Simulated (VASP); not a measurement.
Wanted: the native input for a VASP 6.6.1 run.

```yaml
Task: single point
Functional: PBE
Potentials_or_basis: VASP PAW PBE potentials, release 64 (Ca_sv)
Cutoff: 400 eV
k_mesh: 3 × 3 × 1
Occupations: fermi-dirac, width 0.05 eV
Spin: no spin polarisation
Dipole_correction: no
Further_INCAR_settings: ALGO = Normal; EDIFF = 1e-06; NBANDS = 77; NELMDL = -8
```

The structure of Ca lies in POSCAR:

```
Ca
1.0
    7.8913120000      0.0000000000      0.0000000000
    3.9456560000      6.8340760000      0.0000000000
    0.0000000000      0.0000000000     17.4432290000
Ca
13
Direct
    0.1666666423      0.1666667154      0.0573287778
    0.6666666423      0.1666667154      0.0573287778
    0.1666666423      0.6666667154      0.0573287778
    0.6666666423      0.6666667154      0.0573287778
   -0.1657847767      0.3340973966      0.2343576410
    0.3289777954      0.3348960415      0.2330922216
   -0.1648467651      0.8286612557      0.2331537928
    0.3314409454      0.8313575968      0.2309314978
   -0.0049903946     -0.0006483686      0.4075941444
    0.4983256790     -0.0019057441      0.4041850279
   -0.0010811024      0.4984616794      0.4267875518
    0.4996928383      0.4946074641      0.4075070046
    0.6550707110      0.1556665451      0.5776126656
```

These files were run (other wordings do the same):

INCAR

```
SYSTEM = Ca
PREC = Accurate ; ENCUT = 400
EDIFF = 1E-6 ; ISMEAR = -1
SIGMA = 0.05 ; LREAL = .FALSE.
LASPH = .TRUE. ; NELM = 120
ALGO = Normal ; ISIF = 2
LWAVE = .FALSE. ; LCHARG = .TRUE.
GGA = PE ; LELF = .TRUE.
LVHAR = .TRUE. ; NBANDS = 77
GGA_COMPAT = .FALSE. ; NELMDL = -8
```

KPOINTS

```
Automatic mesh
0
G
  3 3 1
  0 0 0
```

Potentials or basis: VASP PAW PBE potentials, release 64 (Ca_sv).

The run is started by

```console
$ cat potpaw_PBE.64/Ca_sv/POTCAR > POTCAR
$ mpirun -np 1 vasp_std > vasp.out
```

It gave:

```json
{"Largest force": "0.029 eV/Å", "Band gap on the k mesh": "zero (bands 65 and 66 overlap by 0.01 eV)"}
```

Caveat: there is no dipole correction, which matters where the two faces differ.

Run time: 21 min on 1 thread of Intel Xeon 8259CL (shared host), peak memory 0.72 GiB.
